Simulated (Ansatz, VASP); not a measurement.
## Be16CO in VASP and in Ansatz

```
Be C O
1.0
     4.52544    0.00000    0.00000
    -2.26272    3.91914    0.00000
     0.00000    0.00000   23.47617
Be C O
16 1 1
Direct
  0.33333 0.16667 0.17039
  0.33333 0.66667 0.17039
  0.83333 0.16667 0.17039
  0.83333 0.66667 0.17039
  0.16667 0.33333 0.24635
  0.16667 0.83333 0.24635
  0.66667 0.33333 0.24635
  0.66667 0.83333 0.24635
  0.33333 0.16667 0.32419
  0.33333 0.66667 0.32419
  0.83333 0.16667 0.32419
  0.83333 0.66667 0.32419
  0.16667 0.33333 0.40365
  0.16667 0.83333 0.40365
  0.66667 0.33333 0.40365
  0.66667 0.83333 0.40365
  0.16667 0.33333 0.48288
  0.27131 0.22869 0.51782
```

Alike in both runs: task single point; functional PBE; k mesh 6 × 6 × 1; occupations gaussian, width 0.1 eV; no spin polarisation.

|  | VASP | Ansatz |
| --- | --- | --- |
| version | VASP 6.6.1 | Ansatz 0.2.0 |
| potentials or method | VASP PAW PBE potentials, release 64 (Be, C, O), cutoff 520 eV | scalar-relativistic, plane waves, PAW |
| valence electrons in the cell | 42 | 42 |

```csv
,VASP,Ansatz,Ansatz less VASP
gap on the k mesh at the Fermi level (eV),none,none,-
rms of the force components (eV/Å),0.413,0.422,+0.0087
"work function, face that differs most (eV)",4.95,4.92,-0.028
```

Atom by atom the forces differ by 0.153 eV/Å (rms over components). A gap of «none» marks a metal or a gap that the smearing closes.

Noted on VASP's run: the standard files for N, O and F lose accuracy on very short bonds.
